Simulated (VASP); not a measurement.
Input of a VASP 6.6.1 run:

File INCAR:

```
ALGO     = Normal         # electronic algorithm
EDIFF    = 1E-7           # SCF threshold, eV
ENCUT    = 520            # plane-wave cutoff, eV
GGA      = PE             # functional
ISIF     = 2              # what is computed and relaxed
ISMEAR   = -1             # smearing method
IVDW     = 12             # dispersion correction
LASPH    = T              # aspherical terms in the spheres
LCHARG   = F              # write CHGCAR
LREAL    = F              # projectors in reciprocal space
LWAVE    = F              # write WAVECAR
NBANDS   = 8              # bands
NELM     = 80             # most SCF steps
PREC     = Accurate       # precision mode
SIGMA    = 0.1            # smearing width, eV
```

File KPOINTS:

```
k-points
0
Gamma
  16 16 16
```

Contents of POSCAR:

```
Al
1.0
    0.0000000000      1.9919134762      1.9919134762
    1.9919134762      0.0000000000      1.9919134762
    1.9919134762      1.9919134762      0.0000000000
Al
1
Direct
    0.0000000000      0.0000000000      0.0000000000
```

Potentials or basis: VASP PAW PBE potentials, release 64 (Al).

The run is started by

```bash
$ cat potpaw_PBE.64/Al/POTCAR > POTCAR
$ mpirun -np 1 vasp_std > vasp.out
```

Problem. What does it give for the pressure?

Solution. -0.1 GPa.

Problem. Predict the dispersion energy per atom.

Solution. -0.352 eV.

Caveat: pairwise dispersion overbinds metals, which lowers pressure and volume.
